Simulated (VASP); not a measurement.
# P (Fd-3m) in VASP: a series of runs

P is run at these levels: PBE; tasks: single point.

All numbers are computed with VASP 6.6.1; they aren't measurements. Logs are shortened: lines on timing, memory, paths and dates and some standing lists are left out, and cuts for length are marked.

**1. The cell of the first run**

The structure is cubic, space group Fd-3m (No. 227). The conventional cell has a = 4.044 Å, b = 4.044 Å, c = 4.044 Å, α = 90.00°, β = 90.00°, γ = 90.00°. Within 2.3 Å of P (site symmetry -43m) lie 4 P at 1.75 Å.

**2. Single point, PBE (volume scaled by 0.4)**

File INCAR:

```
SYSTEM = P
PREC = Accurate
ENCUT = 520
EDIFF = 1E-6
ISMEAR = -1
SIGMA = 0.1
LREAL = .FALSE.
LASPH = .TRUE.
NELM = 80
ALGO = Normal
ISIF = 2
LWAVE = .FALSE.
LCHARG = .FALSE.
GGA = PE
NBANDS = 12
```

File KPOINTS:

```
regular mesh
0
G
  12 12 12
  0 0 0
```

File POSCAR:

```
P
1.0
    0.0000000000      2.0218808074      2.0218808074
    2.0218808074      0.0000000000      2.0218808074
    2.0218808074      2.0218808074      0.0000000000
P
2
Direct
   -0.1250000000     -0.1250000000     -0.1250000000
    0.1250000000      0.1250000000      0.1250000000
```

Potentials or basis: VASP PAW PBE potentials, release 64 (P).

On the command line:

```
$ cat potpaw_PBE.64/P/POTCAR > POTCAR
$ mpirun -np 1 vasp_std > vasp.out
```

OUTCAR:

```text
SYSTEM = P
   PREC = Accurate
   ENCUT = 520
   EDIFF = 1E-6
   ISMEAR = -1
   LREAL = .FALSE.
   LASPH = .TRUE.
   NELM = 80
   ISIF = 2
   GGA = PE

 ion  position               nearest neighbor table
   1  0.875  0.875  0.875-   2 1.75   2 1.75   2 1.75   2 1.75
   2  0.125  0.125  0.125-   1 1.75   1 1.75   1 1.75   1 1.75

  LATTYP: Found a face centered cubic cell.
 ALAT       =     4.0437616148

  Lattice vectors:

 A1 = (   0.0000000000,   2.0218808074,   2.0218808074)
 A2 = (   2.0218808074,   0.0000000000,   2.0218808074)
 A3 = (   2.0218808074,   2.0218808074,   0.0000000000)

Analysis of symmetry for initial positions (statically):
=====================================================================
 Subroutine PRICEL returns:
 Original cell was already a primitive cell.

 Routine SETGRP: Setting up the symmetry group for a
 face centered cubic supercell.

 Subroutine GETGRP returns: Found 48 space group operations
 (whereof 12 operations were pure point group operations)
 out of a pool of 48 trial point group operations.

The static configuration has the point symmetry D_3d.
 The point group associated with its full space group is O_h .

Analysis of symmetry for dynamics (positions and initial velocities):
=====================================================================
 Subroutine PRICEL returns:
 Original cell was already a primitive cell.

 Routine SETGRP: Setting up the symmetry group for a
 face centered cubic supercell.

 Subroutine GETGRP returns: Found 48 space group operations
 (whereof 12 operations were pure point group operations)
 out of a pool of 48 trial point group operations.

The dynamic configuration has the point symmetry D_3d.
 The point group associated with its full space group is O_h .

 Subroutine INISYM returns: Found 48 space group operations
 (whereof 12 operations are pure point group operations),
 and found     1 'primitive' translations

----------------------------------------------------------------------------------------

                                     Primitive cell

  volume of cell :      16.5309

  direct lattice vectors                    reciprocal lattice vectors
     0.000000000  2.021880807  2.021880807    -0.247294498  0.247294498  0.247294498
     2.021880807  0.000000000  2.021880807     0.247294498 -0.247294498  0.247294498
     2.021880807  2.021880807  0.000000000     0.247294498  0.247294498 -0.247294498

  length of vectors
     2.859371259  2.859371259  2.859371259     0.428326636  0.428326636  0.428326636

  position of ions in fractional coordinates (direct lattice)
     0.875000000  0.875000000  0.875000000
     0.125000000  0.125000000  0.125000000

  ion indices of the primitive-cell ions
   primitive index   ion index
                 1           1
                 2           2

----------------------------------------------------------------------------------------

 KPOINTS: regular mesh

Automatic generation of k-mesh.
 Grid dimensions read from file:
 generate k-points for:   12   12   12

 Generating k-lattice:

  Cartesian coordinates                     Fractional coordinates (reciprocal lattice)
    -0.020607875  0.020607875  0.020607875     0.083333333  0.000000000  0.000000000
     0.020607875 -0.020607875  0.020607875     0.000000000  0.083333333  0.000000000
     0.020607875  0.020607875 -0.020607875     0.000000000  0.000000000  0.083333333

  Length of vectors
     0.035693886  0.035693886  0.035693886

  Shift w.r.t. Gamma in fractional coordinates (k-lattice)
     0.000000000  0.000000000  0.000000000

 Subroutine IBZKPT returns following result:
 ===========================================

 Found     72 irreducible k-points:

 Following reciprocal coordinates:
            Coordinates               Weight
  0.000000  0.000000  0.000000      1.000000
  0.083333  0.000000  0.000000      8.000000
  0.166667  0.000000  0.000000      8.000000
  0.250000  0.000000  0.000000      8.000000
  0.333333  0.000000  0.000000      8.000000
  0.416667  0.000000  0.000000      8.000000
[... 16 lines left out ...]
  0.500000  0.166667  0.000000     24.000000
 -0.416667  0.166667  0.000000     24.000000
 [... further k-points ...]
   k-points           NKPTS =     72   k-points in BZ     NKDIM =     72   number of bands    NBANDS=     12
   number of dos      NEDOS =    301   number of ions     NIONS =      2
   total plane-waves  NPLWV =  13824
   dimension x,y,z NGX =    24 NGY =   24 NGZ =   24
   dimension x,y,z NGXF=    48 NGYF=   48 NGZF=   48
   ions per type =               2
   NGX,Y,Z   is equivalent  to a cutoff of  13.95, 13.95, 13.95 a.u.
   NGXF,Y,Z  is equivalent  to a cutoff of  27.91, 27.91, 27.91 a.u.
 SYSTEM =  P
   PREC   = accura    normal or accurate (medium, high low for compatibility)
   ISTART =      0    job   : 0-new  1-cont  2-samecut
   ICHARG =      2    charge: 1-file 2-atom 10-const
   ISPIN  =      1    spin polarized calculation?
   LNONCOLLINEAR =      F non collinear calculations
   LSORBIT =      F    spin-orbit coupling
   LASPH  =      T    aspherical Exc in radial PAW
   ENCUT  =  520.0 eV  38.22 Ry    6.18 a.u.   5.32  5.32  5.32*2*pi/ulx,y,z
   NELM   =     80;   NELMIN=  2; NELMDL= -5     # of ELM steps
   EDIFF  = 0.1E-05   stopping-criterion for ELM
   LREAL  =      F    real-space projection
   EDIFFG = 0.1E-04   stopping-criterion for IOM
   NSW    =      0    number of steps for IOM
   IBRION =     -1    ionic relax: 0-MD 1-quasi-New 2-CG
   NFREE  =      0    steps in history (QN), initial steepest desc. (CG)
   ISIF   =      2    stress and relaxation
   ISYM   =      2    0-nonsym 1-usesym 2-fastsym
   POTIM  = 0.5000    time-step for ionic-motion
   TEBEG  =    0.0;   TEEND  =   0.0 temperature during run
   PSTRESS=    0.0 pullay stress
   NELECT =      10.0000    total number of electrons
   NUPDOWN=      -1.0000    fix difference up-down
   EMIN   =  10.00;   EMAX   =-10.00  energy-range for DOS
   EFERMI =   0.00;   METHOD = LEGACY
   ISMEAR =    -1;   SIGMA  =   0.10  broadening in eV -4-tet -1-fermi 0-gaus
   EFERMI_NEDOS =   21; number of points for ismear=-14 and -15
   IALGO  =     38    algorithm
   IMIX   =      4    mixing-type and parameters
     AMIX     =   0.40;   BMIX     =  1.00
     AMIX_MAG =   1.60;   BMIX_MAG =  1.00
  volume/ion in A,a.u.               =       8.27        55.78
  Fermi-wavevector in a.u.,A,eV,Ry     =   1.384552  2.616424 26.082155  1.916984
  Thomas-Fermi vector in A             =   2.509045
   LORBIT       =      0    0 simple, 1 ext, 2 COOP (PROOUT), +10 PAW based schemes
   GGA     = PE    functional components
   LHFCALC =     F    Hartree Fock is set to
   AEXX    =    0.0000 exact exchange contribution
   IVDW    =     0    specifies the selected vdW correction
   LEPSILON=     F    determine dielectric tensor
   LRPA    =     F    only Hartree local field effects (RPA)
 non-spin polarized calculation
  energy-cutoff  :      520.00
  volume of cell :       16.53
 maximum number of plane-waves:       459
 NGX is ok and might be reduce to    24
   NGX = 11   NGY = 11   NGZ = 11

 number of electron      10.0000002 magnetization

 Free energy of the ion-electron system (eV)
  ---------------------------------------------------
  ext. energy  EPLUGINS =         0.00000000
  ---------------------------------------------------
  free energy    TOTEN  =         1.21936315 eV

  energy without entropy =        1.25227528  energy(sigma->0) =        1.23581922

 E-fermi :  19.2117     XC(G=0): -13.7078

 val. band max:       19.1419400368   @ k =  -0.3333   0.4167   0.1667
 cond. band min:      19.2258109362   @ k =   0.3333   0.2500   0.0833
 fundamental gap:      0.0838708994
 Fermi energy:        19.2117326150

 k-point     1 :       0.0000    0.0000    0.0000
  band No.  band energies     occupation
      1      -4.7293      2.00000
      2      15.1428      2.00000
      3      15.1428      2.00000
      4      15.1428      2.00000
      5      18.9567      1.85519
      6      18.9567      1.85519
      7      18.9567      1.85519
      8      25.3767      0.00000
      9      25.3767      0.00000
     10      28.9790      0.00000
     11      30.0028      0.00000
     12      33.0541      0.00000

 k-point     2 :       0.0833    0.0000    0.0000
  band No.  band energies     occupation
      1      -4.5576      2.00000
      2      13.8823      2.00000
      3      14.8818      2.00000
      4      14.8818      2.00000
      5      19.3631      0.36077
      6      19.3631      0.36077
      7      19.4959      0.11021
      8      24.9377      0.00000
      9      24.9377      0.00000
     10      29.1516      0.00000
     11      30.6195      0.00000
     12      33.0318      0.00000

 k-point     3 :       0.1667    0.0000    0.0000
  band No.  band energies     occupation
      1      -4.0454      2.00000
      2      11.4478      2.00000
      3      14.3592      2.00000
      4      14.3592      2.00000
      5      20.0207      0.00061
      6      20.0967      0.00029
      7      20.0967      0.00029
      8      24.3639      0.00000
      9      24.3639      0.00000
     10      29.1299      0.00000
     11      31.8674      0.00000
     12      34.1569      0.00000
[... 286 lines left out ...]
 k-point    23 :       0.5000    0.1667    0.0000
  band No.  band energies     occupation
      1       0.3186      2.00000
      2       3.9996      2.00000
      3      10.6118      2.00000
      4      11.9747      2.00000
      5      17.5789      2.00000
      6      21.5936      0.00000
      7      22.3502      0.00000
      8      26.0512      0.00000
      9      30.1579      0.00000
     10      30.7718      0.00000
     11      34.9443      0.00000
     12      36.0857      0.00000

 k-point    24 :      -0.4167    0.1667    0.0000
  band No.  band energies     occupation
      1       0.6567      2.00000
      2       3.5751      2.00000
      3      10.1380      2.00000
      4      12.3600      2.00000
      5      17.9803      1.99999
      6      21.1482      0.00000
      7      22.4450      0.00000
      8      28.2763      0.00000
      9      28.4955      0.00000
     10      29.4914      0.00000
     11      34.2309      0.00000
     12      37.4169      0.00000

 [... further k-points ...]
[... 5 lines left out ...]
  --------------------------------------------------------------------------------------
  -------------------------------------------------------------------------------------
  Total       36.4602606     36.4602606     36.4602606     -0.0000000      0.0000000      0.0000000
  in kB     3533.7327865   3533.7327865   3533.7327865     -0.0000000      0.0000000      0.0000000
  external PRESSURE =    3533.7327865 kB  Pullay stress =       0.0000000 kB

 VOLUME and BASIS-vectors are now :
 -----------------------------------------------------------------------------
  energy-cutoff  :      520.00
  volume of cell :       16.53
      direct lattice vectors                 reciprocal lattice vectors
     0.000000000  2.021880807  2.021880807    -0.247294498  0.247294498  0.247294498
     2.021880807  0.000000000  2.021880807     0.247294498 -0.247294498  0.247294498
     2.021880807  2.021880807  0.000000000     0.247294498  0.247294498 -0.247294498

 POSITION                                       TOTAL-FORCE (eV/Angst)
 -----------------------------------------------------------------------------------
      3.53829      3.53829      3.53829        -0.000000      0.000000     -0.000000
      0.50547      0.50547      0.50547         0.000000     -0.000000      0.000000
 -----------------------------------------------------------------------------------
    total drift:                                0.000000      0.000000     -0.000000

  FREE ENERGIE OF THE ION-ELECTRON SYSTEM (eV)
  ---------------------------------------------------
  free  energy   TOTEN  =         1.2193631531 eV

  energy  without entropy=        1.2522752818  energy(sigma->0) =        1.23581922
```

Run time: 30 s. Hardware: 1 thread of AMD EPYC 7R43 (Zen 3), shared host; peak memory 0.09 GiB.

Results:

```yaml
Free_energy: 1.2194 eV
Pressure: 353.4 GPa
Band_gap_on_the_k_mesh: zero (band 5 reaches 20.77 eV, above the bottom of band 6 at 15.00 eV)
```

(Part 1 of 2 ends here.)
